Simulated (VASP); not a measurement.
# Mg (Im-3m) in VASP: further runs, part 2 of 2

VASP 6.6.1. Earlier steps stand in the parts before.

**3. Relaxation of cell and atoms, LDA, target pressure 20 GPa, at which the enthalpy is minimised**

The input, INCAR:

```
ALGO = Normal
EDIFF = 1E-6
EDIFFG = -0.01
ENCUT = 600
IBRION = 2
ISIF = 3
ISMEAR = 0
LASPH = T
LCHARG = F
LREAL = F
LWAVE = F
NELM = 100
NSW = 80
PREC = Accurate
PSTRESS = 200.0
SIGMA = 0.15
```

The input, KPOINTS:

```
k-points
0
Gamma
  11 11 11
```

The input, POSCAR:

```
Mg
1.0
   -1.4765000000      1.4765000000      1.4765000000
    1.4765000000     -1.4765000000      1.4765000000
    1.4765000000      1.4765000000     -1.4765000000
Mg
1
Direct
    0.0000000000      0.0000000000      0.0000000000
```

Potentials or basis: VASP PAW LDA potentials, release 64 (Mg).

On the command line:

```bash
> cat potpaw_LDA.64/Mg/POTCAR > POTCAR
> mpirun -np 1 vasp_std > vasp.out
```

OUTCAR:

```text
EDIFF = 1E-6
   EDIFFG = -0.01
   ENCUT = 600
   IBRION = 2
   ISIF = 3
   ISMEAR = 0
   LASPH = T
   LREAL = F
   NELM = 100
   NSW = 80
   PREC = Accurate
   PSTRESS = 200.0

 ion  position               nearest neighbor table
   1  0.000  0.000  0.000-

  LATTYP: Found a body centered cubic cell.
 ALAT       =     2.9530000000

  Lattice vectors:

 A1 = (  -1.4765000000,   1.4765000000,   1.4765000000)
 A2 = (   1.4765000000,  -1.4765000000,   1.4765000000)
 A3 = (   1.4765000000,   1.4765000000,  -1.4765000000)

Analysis of symmetry for initial positions (statically):
=====================================================================
 Subroutine PRICEL returns:
 Original cell was already a primitive cell.
[... 167 lines left out ...]
  free energy    TOTEN  =        -0.81495006 eV

  energy without entropy =       -0.81127015  energy(sigma->0) =       -0.81311010

 E-fermi :   6.4961     XC(G=0): -10.7609

 val. band max:        6.3622679082   @ k =   0.4545   0.0000   0.0000
 cond. band min:       6.4992480976   @ k =   0.3636   0.1818   0.0909
 fundamental gap:      0.1369801894
 Fermi energy:         6.4960708901
[... 499 lines left out ...]
  energy  without entropy=       -1.5309700717  energy(sigma->0) =       -1.53259816

  enthalpy is  TOTEN    =         0.4829064951 eV   P V=        2.0171327403

[... ionic steps 4 to 15 ...]

--------------------------------------- Ionic step       16  -------------------------------------------

 number of electron       2.0000000 magnetization

------------------------ aborting loop because EDIFF is reached ----------------------------------------
[... 69 lines left out ...]
--------------------------------------- Ionic step       18  -------------------------------------------

 number of electron       2.0000000 magnetization

 Free energy of the ion-electron system (eV)
  ---------------------------------------------------
  ext. energy  EPLUGINS =         0.00000000
  ---------------------------------------------------
  free energy    TOTEN  =        -1.52956148 eV

  energy without entropy =       -1.52630168  energy(sigma->0) =       -1.52793158

 E-fermi :   4.7207     XC(G=0):  -9.8997

 val. band max:        4.7061728012   @ k =   0.3636   0.1818   0.0909
 cond. band min:       4.8051242575   @ k =  -0.4545   0.4545   0.0909
 fundamental gap:      0.0989514563
 Fermi energy:         4.7206744674
[... 224 lines left out ...]
  energy  without entropy=       -1.5263016774  energy(sigma->0) =       -1.52793158

  enthalpy is  TOTEN    =         0.4828763269 eV   P V=        2.0124378046

 reached required accuracy - stopping structural energy minimisation
```

OSZICAR:

```text
N       E                     dE             d eps       ncg     rms          rms(c)
DAV:   1     0.701997556486E+00    0.70200E+00   -0.12259E+03   640   0.362E+02
DAV:   2    -0.854972916395E+00   -0.15570E+01   -0.15050E+01   775   0.241E+01
DAV:   3    -0.860559679706E+00   -0.55868E-02   -0.55853E-02   800   0.173E+00
[... 78 lines left out ...]
DAV:   1    -0.152759080135E+01   -0.98886E-03   -0.38860E-06   655   0.123E-02    0.606E-04
DAV:   2    -0.152759078850E+01    0.12854E-07   -0.12350E-08   280   0.950E-04
  17 F= 0.48288170E+00 E0= 0.48451238E+00  d E =-.159951E-04
       N       E                     dE             d eps       ncg     rms          rms(c)
DAV:   1    -0.152956153037E+01   -0.19707E-02   -0.15541E-05   640   0.247E-02    0.121E-03
DAV:   2    -0.152956147772E+01    0.52646E-07   -0.51130E-08   335   0.196E-03
  18 F= 0.48287633E+00 E0= 0.48450623E+00  d E =-.213702E-04
```

It took 10 s on 1 thread of Intel Xeon Platinum 8559C (Emerald Rapids), shared host; peak memory 0.11 GiB.

What came out:

```yaml
Free_energy: -1.5296 eV
Relaxed_volume: 16.12 Å³/atom
Relaxed_cell: a = 2.756 Å, b = 2.756 Å, c = 2.756 Å, α = 109.47°, β = 109.47°, γ = 109.47°
Space_group_after_relaxing_to_0.05_Å: Im-3m (No. 229)
Energy_change_on_relaxing_the_enthalpy_is_what_falls: -714.6 meV/atom
Ionic_steps: 18
Pressure_after_relaxing: 20.0 GPa
Band_gap_on_the_k_mesh: zero (band 1 reaches 7.17 eV, above the bottom of band 2 at 3.89 eV)
```

Step by step:
| step | energy change (eV) | largest force (eV/Å) | pressure (GPa) | volume (Å³) |
| --- | --- | --- | --- | --- |
| 1 | 0.0000 | 0.0000 | 55.95 | 12.88 |
| 2 | -0.9346 | 0.0000 | 5.83 | 19.04 |
| 3 | -0.7193 | 0.0000 | 19.74 | 16.16 |
| 4 | -0.7105 | 0.0000 | 20.23 | 16.09 |
| 5 | -0.7105 | 0.0000 | 20.22 | 16.09 |
| 6 | -0.7107 | 0.0000 | 20.22 | 16.09 |
| 7 | -0.7107 | 0.0000 | 20.22 | 16.09 |
| 8 | -0.7107 | 0.0000 | 20.22 | 16.09 |
| 9 | -0.7107 | 0.0000 | 20.22 | 16.09 |
| 10 | -0.7107 | 0.0000 | 20.22 | 16.09 |
| 11 | -0.7107 | 0.0000 | 20.22 | 16.09 |
| 12 | -0.7107 | 0.0000 | 20.21 | 16.09 |
| 13 | -0.7108 | 0.0000 | 20.21 | 16.09 |
| 14 | -0.7109 | 0.0000 | 20.20 | 16.09 |
| 15 | -0.7112 | 0.0000 | 20.19 | 16.09 |
| 16 | -0.7117 | 0.0000 | 20.16 | 16.10 |
| 17 | -0.7126 | 0.0000 | 20.11 | 16.11 |
| 18 | -0.7146 | 0.0000 | 20.00 | 16.12 |

Final structure:
```
Mg
1.0
    -1.59141    1.59141    1.59141
     1.59141   -1.59141    1.59141
     1.59141    1.59141   -1.59141
Mg
1
Direct
  0.00000 0.00000 0.00000
```

Caveat: the cell is relaxed towards a set pressure, so the enthalpy falls and the energy may rise; the volume moved by over 15 % at a fixed basis, so the end points are rough.

**4. Relaxation of cell and atoms, LDA, target pressure 30 GPa, at which the enthalpy is minimised**

The input, INCAR:

```
ALGO = Normal ; EDIFF = 1E-6
EDIFFG = -0.01 ; ENCUT = 600
IBRION = 2 ; ISIF = 3
ISMEAR = 0 ; LASPH = True
LCHARG = False ; LREAL = False
LWAVE = False ; NELM = 80
NSW = 80 ; PREC = Accurate
PSTRESS = 300.0 ; SIGMA = 0.15
```

KPOINTS is that of step 3.

POSCAR is that of step 3.

On the command line:

```bash
> cat potpaw_LDA.64/Mg/POTCAR > POTCAR
> mpirun -np 1 vasp_std > vasp.out
```

Run time: 5.4 s. Hardware: 1 thread of Intel Xeon Platinum 8559C (Emerald Rapids), shared host; peak memory 0.12 GiB.

Results (log left out):

```
Free energy                                            : -1.3399 eV
Relaxed volume                                         : 14.89 Å³/atom
Relaxed cell                                           : a = 2.684 Å, b = 2.684 Å, c = 2.684 Å, α = 109.47°, β = 109.47°, γ = 109.47°
Space group after relaxing (to 0.05 Å)                 : Im-3m (No. 229)
Energy change on relaxing (the enthalpy is what falls) : -524.9 meV/atom
Ionic steps                                            : 4
Pressure after relaxing                                : 30.0 GPa
Band gap on the k mesh                                 : zero (band 1 reaches 7.79 eV, above the bottom of band 2 at 4.47 eV)
```

The path:
```
step  energy change (eV)  largest force (eV/Å)  pressure (GPa)  volume (Å³)
   1              0.0000                0.0000           55.95        12.88
   2             -0.8236                0.0000           13.72        17.17
   3             -0.5330                0.0000           29.57        14.94
   4             -0.5249                0.0000           29.98        14.89
```

Final structure:
```
CELL_PARAMETERS angstrom
-1.54988 1.54988 1.54988
1.54988 -1.54988 1.54988
1.54988 1.54988 -1.54988
ATOMIC_POSITIONS crystal
Mg 0.00000 0.00000 0.00000
```

Levels at points of the mesh, in eV from the Fermi level:
| k point | band 1 | band 2 | band 3 | band 4 | band 5 |
| --- | --- | --- | --- | --- | --- |
| (0.00, 0.00, 0.00) | -9.12 | 15.97 | 15.97 | 15.97 | 18.61 |

Caveat: the cell is relaxed towards a set pressure, so the enthalpy falls and the energy may rise; the volume moved by over 15 % at a fixed basis, so the end points are rough.

**5. Relaxation of cell and atoms, LDA, target pressure 40 GPa, at which the enthalpy is minimised**

The input, INCAR:

```
SYSTEM = Mg
PREC = Accurate
ENCUT = 600
EDIFF = 1E-6
ISMEAR = 0
SIGMA = 0.15
LREAL = .False.
LASPH = .True.
NELM = 100
ALGO = Normal
ISIF = 3
LWAVE = .False.
LCHARG = .False.
IBRION = 2
NSW = 80
EDIFFG = -0.01
PSTRESS = 400.0
```

The input, KPOINTS:

```
Automatic mesh
0
Gamma
  11 11 11
  0 0 0
```

POSCAR is that of step 4.

On the command line:

```bash
> cat potpaw_LDA.64/Mg/POTCAR > POTCAR
> mpirun -np 1 vasp_std > vasp.out
```

Wall time 5.5 s (1 thread of Intel Xeon Platinum 8559C (Emerald Rapids), shared host); peak memory 0.12 GiB.

The run converged. Its results:

* Free energy: -1.1400 eV
* Relaxed volume: 13.97 Å³/atom
* Relaxed cell: a = 2.628 Å, b = 2.628 Å, c = 2.628 Å, α = 109.47°, β = 109.47°, γ = 109.47°
* Space group after relaxing (to 0.05 Å): Im-3m (No. 229)
* Energy change on relaxing (the enthalpy is what falls): -325.0 meV/atom
* Ionic steps: 4
* Pressure after relaxing: 40.0 GPa
* Band gap on the k mesh: zero (band 1 reaches 8.30 eV, above the bottom of band 2 at 4.96 eV)

Step by step:
| step | energy change (eV) | largest force (eV/Å) | pressure (GPa) | volume (Å³) |
| --- | --- | --- | --- | --- |
| 1 | 0.0000 | 0.0000 | 55.95 | 12.88 |
| 2 | -0.6150 | 0.0000 | 25.33 | 15.41 |
| 3 | -0.3307 | 0.0000 | 39.71 | 13.99 |
| 4 | -0.3250 | 0.0000 | 40.00 | 13.97 |

Final structure:
```
Mg
1.0
    -1.51723    1.51723    1.51723
     1.51723   -1.51723    1.51723
     1.51723    1.51723   -1.51723
Mg
1
Cartesian
  0.0000 0.0000 0.0000
```

Levels at points of the mesh, in eV from the Fermi level:
| k point | band 1 | band 2 | band 3 | band 4 |
| --- | --- | --- | --- | --- |
| (0.00, 0.00, 0.00) | -9.47 | 16.47 | 16.47 | 16.47 |

Caveat: the cell is relaxed towards a set pressure, so the enthalpy falls and the energy may rise.

**6. Overview**

| cell | gap on the mesh (eV) | pressure (GPa) |
| --- | --- | --- |
| relaxed to 10 GPa | none | 10.0 |
| relaxed to 20 GPa | none | 20.0 |
| relaxed to 30 GPa | none | 30.0 |
| relaxed to 40 GPa | none | 40.0 |

Alike in all rows: task relaxation of cell and atoms; level LDA; potentials or basis VASP PAW LDA potentials, release 64 (Mg); no spin polarisation; k mesh 11 × 11 × 11; cutoff (eV) 600; smearing gaussian 0.15 eV.

Caveats: the cell is relaxed towards a set pressure, so the enthalpy falls and the energy may rise; the volume moved by over 15 % at a fixed basis, so the end points are rough (some runs).

Total energies depend on the potentials used, so only differences within one code and one set of settings carry meaning.
